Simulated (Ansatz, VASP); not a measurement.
**One calculation of Cs, two programs**

Contents of INCAR:

```
SYSTEM = Cs
  PREC = Accurate
  ENCUT = 520
  EDIFF = 1E-7
  ISMEAR = 0
  SIGMA = 0.15
  LREAL = .FALSE.
  LASPH = .TRUE.
  NELM = 100
  ALGO = Fast
  ISIF = 2
  LWAVE = .FALSE.
  LCHARG = .FALSE.
  GGA = PE
  NBANDS = 10
```

KPOINTS

```
regular mesh
0
G
  12 12 12
  0 0 0
```

Contents of POSCAR:

```
Cs
1.0
   -3.0225000000      3.0527250000      3.0225000000
    3.0225000000     -3.0527250000      3.0225000000
    3.0225000000      3.0527250000     -3.0225000000
Cs
1
Direct
    0.0000000000      0.0000000000      0.0000000000
```

Input for Ansatz:

```yaml
crystal:
  lattice:
    - [-3.0225, 3.052725, 3.0225]
    - [3.0225, -3.052725, 3.0225]
    - [3.0225, 3.052725, -3.0225]
  atoms:
    - { symbol: Cs, position: [0.0, 0.0, 0.0] }
basis:
  ecutwfc: 420
kpoints:
  mp_grid: { grid: [12, 12, 12] }
hamiltonian:
  xc: pbe
scf:
  occupations: { method: gaussian, width: 0.15 }
output:
  forces: true
  stress: true
  eigenvalues: true
```

Change from the starting cell: strain +0.0100 x Voigt [0, 1, 0, 0, 0, 0], atoms carried along.

Alike in both runs: task single point; functional PBE; k mesh 12 × 12 × 12; occupations gaussian, width 0.15 eV; no spin polarisation.

|  | VASP | Ansatz |
| --- | --- | --- |
| version | VASP 6.6.1 | Ansatz 0.2.0 |
| potentials or method | VASP PAW PBE potentials, release 64 (Cs_sv), cutoff 520 eV | scalar-relativistic, plane waves, PAW |
| valence electrons in the cell | 9 | 9 |

|  | VASP | Ansatz | Ansatz less VASP |
| --- | --- | --- | --- |
| gap on the k mesh at the Fermi level (eV) | none | none | - |
| pressure (GPa) | 0.1 | 0.1 | +0.01 |

A gap of «none» marks a metal or a gap that the smearing closes. The functional is the same, so the differences come from potentials, cutoffs and numerics.

Neither program's run includes spin-orbit coupling.
